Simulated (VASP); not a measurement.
# InSe (C2/m) in VASP: single point with LDA

Aim: the single point of InSe with LDA.

All numbers are computed with VASP 6.6.1; they aren't measurements. Logs are shortened: lines on timing, memory, paths and dates and some standing lists are left out, and cuts for length are marked.

### 1 The cell of the first run

Symmetry: C2/m, No. 12, monoclinic system. Conventional cell: a = 11.682 Å, b = 4.083 Å, c = 4.422 Å, α = 90.00°, β = 110.67°, γ = 90.00°. Within 3.5 Å of In (site symmetry m) lie 5 Se at 2.65 to 3.43 Å and 1 In at 2.75 Å. Se (site symmetry m) has 5 In at 2.65 to 3.43 Å and 3 Se at 3.34 to 3.55 Å within 3.6 Å.

### 2 Single point, LDA

INCAR

```
ALGO = Normal
EDIFF = 1E-7
ENCUT = 520
GGA = CA
ISIF = 2
ISMEAR = 0
LASPH = T
LCHARG = T
LELF = T
LREAL = F
LVHAR = T
LWAVE = F
NBANDS = 27
NELM = 80
PREC = Accurate
SIGMA = 0.01
```

KPOINTS

```
k-points
0
Gamma
  10 10 8
```

POSCAR

```
InSe
1.0
    5.8410472406     -2.0415416338      0.0214781390
    5.8410472406      2.0415416338      0.0214781390
   -1.5764185890      0.0000000000      4.1315666105
In Se
2 2
Direct
    0.8848491214      0.8848491214      0.0188082290
    0.1151508786      0.1151508786      0.9811917710
    0.6525369284      0.6525369284      0.6327224293
    0.3474630716      0.3474630716      0.3672775707
```

Potentials or basis: VASP PAW LDA potentials, release 64 (In_d, Se).

Started as:

```sh
cat potpaw_LDA.64/In_d/POTCAR potpaw_LDA.64/Se/POTCAR > POTCAR
mpirun -np 1 vasp_std > vasp.out
```

OUTCAR:

```text
EDIFF = 1E-7
   ENCUT = 520
   GGA = CA
   ISIF = 2
   ISMEAR = 0
   LASPH = T
   LREAL = F
   NELM = 80
   PREC = Accurate

 ion  position               nearest neighbor table
   1  0.885  0.885  0.019-   3 2.65   4 2.68   4 2.68   2 2.75   2 3.71   2 3.71
   2  0.115  0.115  0.981-   4 2.65   3 2.68   3 2.68   1 2.75   1 3.71   1 3.71
   3  0.653  0.653  0.633-   1 2.65   2 2.68   2 2.68
   4  0.347  0.347  0.367-   2 2.65   1 2.68   1 2.68

  LATTYP: Found a base centered monoclinic cell.
 ALAT       =    11.6821734583
 B/A-ratio  =     0.3495140080
 C/A-ratio  =     0.3785337209
 COS(beta)  =    -0.3530487865

  Lattice vectors:

 A1 = (   5.8410472406,  -2.0415416338,   0.0214781390)
 A2 = (   5.8410472406,   2.0415416338,   0.0214781390)
 A3 = (  -1.5764185890,   0.0000000000,   4.1315666105)

Analysis of symmetry for initial positions (statically):
=====================================================================
 Subroutine PRICEL returns:
 Original cell was already a primitive cell.

 Routine SETGRP: Setting up the symmetry group for a
 base centered monoclinic supercell.

 Subroutine GETGRP returns: Found  4 space group operations
 (whereof  4 operations were pure point group operations)
 out of a pool of  4 trial point group operations.

The static configuration has the point symmetry C_2h.

Analysis of symmetry for dynamics (positions and initial velocities):
=====================================================================
 Subroutine PRICEL returns:
 Original cell was already a primitive cell.

 Routine SETGRP: Setting up the symmetry group for a
 base centered monoclinic supercell.

 Subroutine GETGRP returns: Found  4 space group operations
 (whereof  4 operations were pure point group operations)
 out of a pool of  4 trial point group operations.

The dynamic configuration has the point symmetry C_2h.

 Subroutine INISYM returns: Found  4 space group operations
 (whereof  4 operations are pure point group operations),
 and found     1 'primitive' translations

----------------------------------------------------------------------------------------

                                     Primitive cell

  volume of cell :      98.6740

  direct lattice vectors                    reciprocal lattice vectors
     5.841047241 -2.041541634  0.021478139     0.085481157 -0.244912958  0.032615736
     5.841047241  2.041541634  0.021478139     0.085481157  0.244912958  0.032615736
    -1.576418589  0.000000000  4.131566611    -0.000888755  0.000000000  0.241699830

  length of vectors
     6.187583245  6.187583245  4.422096587     0.261444394  0.261444394  0.241701465

  position of ions in fractional coordinates (direct lattice)
     0.884849121  0.884849121  0.018808229
     0.115150879  0.115150879  0.981191771
     0.652536928  0.652536928  0.632722429
     0.347463072  0.347463072  0.367277571

  ion indices of the primitive-cell ions
   primitive index   ion index
                 1           1
                 2           2
                 3           3
                 4           4

----------------------------------------------------------------------------------------

 KPOINTS: k-points

Automatic generation of k-mesh.
 Grid dimensions read from file:
 generate k-points for:   10   10    8

 Generating k-lattice:

  Cartesian coordinates                     Fractional coordinates (reciprocal lattice)
     0.008548116 -0.024491296  0.003261574     0.100000000 -0.000000000  0.000000000
     0.008548116  0.024491296  0.003261574    -0.000000000  0.100000000  0.000000000
    -0.000111094  0.000000000  0.030212479     0.000000000  0.000000000  0.125000000

  Length of vectors
     0.026144439  0.026144439  0.030212683

  Shift w.r.t. Gamma in fractional coordinates (k-lattice)
     0.000000000  0.000000000  0.000000000

 Subroutine IBZKPT returns following result:
 ===========================================

 Found    227 irreducible k-points:

 Following reciprocal coordinates:
            Coordinates               Weight
  0.000000  0.000000  0.000000      1.000000
  0.100000 -0.000000  0.000000      4.000000
  0.200000 -0.000000  0.000000      4.000000
  0.300000 -0.000000 -0.000000      4.000000
  0.400000 -0.000000 -0.000000      4.000000
  0.500000 -0.000000  0.000000      2.000000
[... 16 lines left out ...]
  0.300000  0.300000 -0.000000      2.000000
  0.400000  0.300000 -0.000000      4.000000
 [... further k-points ...]
   k-points           NKPTS =    227   k-points in BZ     NKDIM =    227   number of bands    NBANDS=     27
   number of dos      NEDOS =    301   number of ions     NIONS =      4
   total plane-waves  NPLWV =  82944
   dimension x,y,z NGX =    48 NGY =   48 NGZ =   36
   dimension x,y,z NGXF=    96 NGYF=   96 NGZF=   72
   ions per type =               2   2
   NGX,Y,Z   is equivalent  to a cutoff of  12.90, 12.90, 13.53 a.u.
   NGXF,Y,Z  is equivalent  to a cutoff of  25.79, 25.79, 27.07 a.u.
 SYSTEM =  unknown system
   PREC   = accura    normal or accurate (medium, high low for compatibility)
   ISTART =      0    job   : 0-new  1-cont  2-samecut
   ICHARG =      2    charge: 1-file 2-atom 10-const
   ISPIN  =      1    spin polarized calculation?
   LNONCOLLINEAR =      F non collinear calculations
   LSORBIT =      F    spin-orbit coupling
   LASPH  =      T    aspherical Exc in radial PAW
   ENCUT  =  520.0 eV  38.22 Ry    6.18 a.u.  11.50 11.50  8.22*2*pi/ulx,y,z
   NELM   =     80;   NELMIN=  2; NELMDL= -5     # of ELM steps
   EDIFF  = 0.1E-06   stopping-criterion for ELM
   LREAL  =      F    real-space projection
   EDIFFG = 0.1E-05   stopping-criterion for IOM
   NSW    =      0    number of steps for IOM
   IBRION =     -1    ionic relax: 0-MD 1-quasi-New 2-CG
   NFREE  =      0    steps in history (QN), initial steepest desc. (CG)
   ISIF   =      2    stress and relaxation
   ISYM   =      2    0-nonsym 1-usesym 2-fastsym
   POTIM  = 0.5000    time-step for ionic-motion
   TEBEG  =    0.0;   TEEND  =   0.0 temperature during run
   PSTRESS=    0.0 pullay stress
   NELECT =      38.0000    total number of electrons
   NUPDOWN=      -1.0000    fix difference up-down
   EMIN   =  10.00;   EMAX   =-10.00  energy-range for DOS
   EFERMI =   0.00;   METHOD = LEGACY
   ISMEAR =     0;   SIGMA  =   0.01  broadening in eV -4-tet -1-fermi 0-gaus
   EFERMI_NEDOS =   21; number of points for ismear=-14 and -15
   IALGO  =     38    algorithm
   IMIX   =      4    mixing-type and parameters
     AMIX     =   0.40;   BMIX     =  1.00
     AMIX_MAG =   1.60;   BMIX_MAG =  1.00
  volume/ion in A,a.u.               =      24.67       166.47
  Fermi-wavevector in a.u.,A,eV,Ry     =   1.191064  2.250785 19.301685  1.418634
  Thomas-Fermi vector in A             =   2.327134
   LORBIT       =      0    0 simple, 1 ext, 2 COOP (PROOUT), +10 PAW based schemes
   GGA     = CA    functional components
   LHFCALC =     F    Hartree Fock is set to
   AEXX    =    0.0000 exact exchange contribution
   IVDW    =     0    specifies the selected vdW correction
   LEPSILON=     F    determine dielectric tensor
   LRPA    =     F    only Hartree local field effects (RPA)
 non-spin polarized calculation
 Gauss-broadening in eV      SIGMA  =   0.01
  energy-cutoff  :      520.00
  volume of cell :       98.67
 maximum number of plane-waves:      2685
 NGX is ok and might be reduce to    48
   NGX = 23   NGY = 23   NGZ = 17

 number of electron      38.0000001 magnetization

 Free energy of the ion-electron system (eV)
  ---------------------------------------------------
  ext. energy  EPLUGINS =         0.00000000
  ---------------------------------------------------
  free energy    TOTEN  =       -16.65452441 eV

  energy without entropy =      -16.65452441  energy(sigma->0) =      -16.65452441

 E-fermi :   5.5959     XC(G=0): -10.1595

 val. band max:        5.4816873236   @ k =  -0.2000  -0.2000   0.3750
 cond. band min:       6.0006925342   @ k =   0.4000   0.4000  -0.0000
 fundamental gap:      0.5190052106
 Fermi energy:         5.5958594486

 k-point     1 :       0.0000    0.0000    0.0000
  band No.  band energies     occupation
      1      -9.3047      2.00000
      2      -9.1998      2.00000
      3      -8.9314      2.00000
      4      -8.9171      2.00000
      5      -8.8790      2.00000
      6      -8.8742      2.00000
[... 19 lines left out ...]
     26      12.5500      0.00000
     27      14.3215      0.00000

 k-point     2 :       0.1000   -0.0000    0.0000
  band No.  band energies     occupation
      1      -9.3015      2.00000
      2      -9.1958      2.00000
      3      -8.9794      2.00000
      4      -8.9075      2.00000
      5      -8.8916      2.00000
      6      -8.8634      2.00000
[... 19 lines left out ...]
     26      12.6079      0.00000
     27      14.2016      0.00000

 k-point     3 :       0.2000   -0.0000    0.0000
  band No.  band energies     occupation
      1      -9.2931      2.00000
      2      -9.1909      2.00000
      3      -9.0462      2.00000
      4      -8.9172      2.00000
      5      -8.8932      2.00000
      6      -8.8613      2.00000
[... 19 lines left out ...]
     26      12.3619      0.00000
     27      13.5333      0.00000

 k-point     4 :       0.3000   -0.0000   -0.0000
  band No.  band energies     occupation
      1      -9.2822      2.00000
      2      -9.2045      2.00000
      3      -9.0730      2.00000
      4      -8.9477      2.00000
      5      -8.8805      2.00000
      6      -8.8747      2.00000
[... 19 lines left out ...]
     26      12.7809      0.00000
     27      13.3872      0.00000

 k-point     5 :       0.4000   -0.0000   -0.0000
  band No.  band energies     occupation
      1      -9.2706      2.00000
      2      -9.2327      2.00000
      3      -9.0620      2.00000
      4      -8.9765      2.00000
      5      -8.8891      2.00000
      6      -8.8679      2.00000
[... 19 lines left out ...]
     26      12.9955      0.00000
     27      13.9381      0.00000

 k-point     6 :       0.5000   -0.0000    0.0000
  band No.  band energies     occupation
      1      -9.2598      2.00000
      2      -9.2512      2.00000
      3      -9.0503      2.00000
      4      -8.9912      2.00000
      5      -8.8937      2.00000
      6      -8.8646      2.00000
[... 444 lines left out ...]
      1      -9.2963      2.00000
      2      -9.1962      2.00000
      3      -9.0890      2.00000
      4      -8.9515      2.00000
      5      -8.9096      2.00000
      6      -8.8589      2.00000
[... 19 lines left out ...]
     26      12.7597      0.00000
     27      12.8270      0.00000

 k-point    22 :      -0.2000    0.2000    0.0000
  band No.  band energies     occupation
      1      -9.2632      2.00000
      2      -9.2313      2.00000
      3      -9.1035      2.00000
      4      -8.9373      2.00000
      5      -8.8946      2.00000
      6      -8.8640      2.00000
[... 19 lines left out ...]
     26      13.3879      0.00000
     27      13.4852      0.00000

 k-point    23 :       0.3000    0.3000   -0.0000
  band No.  band energies     occupation
      1      -9.3421      2.00000
      2      -9.1061      2.00000
      3      -8.9932      2.00000
      4      -8.9247      2.00000
      5      -8.8874      2.00000
      6      -8.8742      2.00000
[... 19 lines left out ...]
     26      12.4615      0.00000
     27      13.3829      0.00000

 k-point    24 :       0.4000    0.3000   -0.0000
  band No.  band energies     occupation
      1      -9.3449      2.00000
      2      -9.0834      2.00000
      3      -9.0031      2.00000
      4      -8.9374      2.00000
      5      -8.9117      2.00000
      6      -8.8602      2.00000
[... 19 lines left out ...]
     26      12.0794      0.00000
     27      12.8007      0.00000

 [... further k-points ...]

------------------------ aborting loop because EDIFF is reached ----------------------------------------

  FORCE on cell =-STRESS in cart. coord.  units (eV):
  Direction    XX          YY          ZZ          XY          YZ          ZX
  --------------------------------------------------------------------------------------
  -------------------------------------------------------------------------------------
  Total        0.1179990      0.0903050      0.0709869      0.0000000      0.0000000      0.0074254
  in kB        1.9159589      1.4662897      1.1526203      0.0000000      0.0000000      0.1205666
  external PRESSURE =       1.5116230 kB  Pullay stress =       0.0000000 kB

 VOLUME and BASIS-vectors are now :
 -----------------------------------------------------------------------------
  energy-cutoff  :      520.00
  volume of cell :       98.67
      direct lattice vectors                 reciprocal lattice vectors
     5.841047241 -2.041541634  0.021478139     0.085481157 -0.244912958  0.032615736
     5.841047241  2.041541634  0.021478139     0.085481157  0.244912958  0.032615736
    -1.576418589  0.000000000  4.131566611    -0.000888755  0.000000000  0.241699830

 POSITION                                       TOTAL-FORCE (eV/Angst)
 -----------------------------------------------------------------------------------
     10.30724      0.00000      0.11572         0.015880      0.000000     -0.004059
     -0.20157      0.00000      4.05881        -0.015880      0.000000      0.004059
      6.62556      0.00000      2.64217         0.000610      0.000000     -0.019558
      3.48011      0.00000      1.53236        -0.000610      0.000000      0.019558
 -----------------------------------------------------------------------------------
    total drift:                                0.000000     -0.000000      0.000000

  FREE ENERGIE OF THE ION-ELECTRON SYSTEM (eV)
  ---------------------------------------------------
  free  energy   TOTEN  =       -16.6545244086 eV

  energy  without entropy=      -16.6545244086  energy(sigma->0) =      -16.65452441
```

It took 10 min on 1 thread of Intel Xeon Platinum 8488C (Sapphire Rapids), shared host; peak memory 0.61 GiB.

Results:

```yaml
Free_energy: -16.6545 eV
Pressure: 0.2 GPa
Largest_force: 0.020 eV/Å
Band_gap_on_the_k_mesh: 0.52 eV (least direct gap 0.88 eV)
```

Forces in eV/Å, atoms in the order of the input:
```
In   0.016  0.000 -0.004
In  -0.016  0.000  0.004
Se   0.001  0.000 -0.020
Se  -0.001  0.000  0.020
```

Caveat: spin-orbit coupling is left out, which moves the levels of the heavy elements.
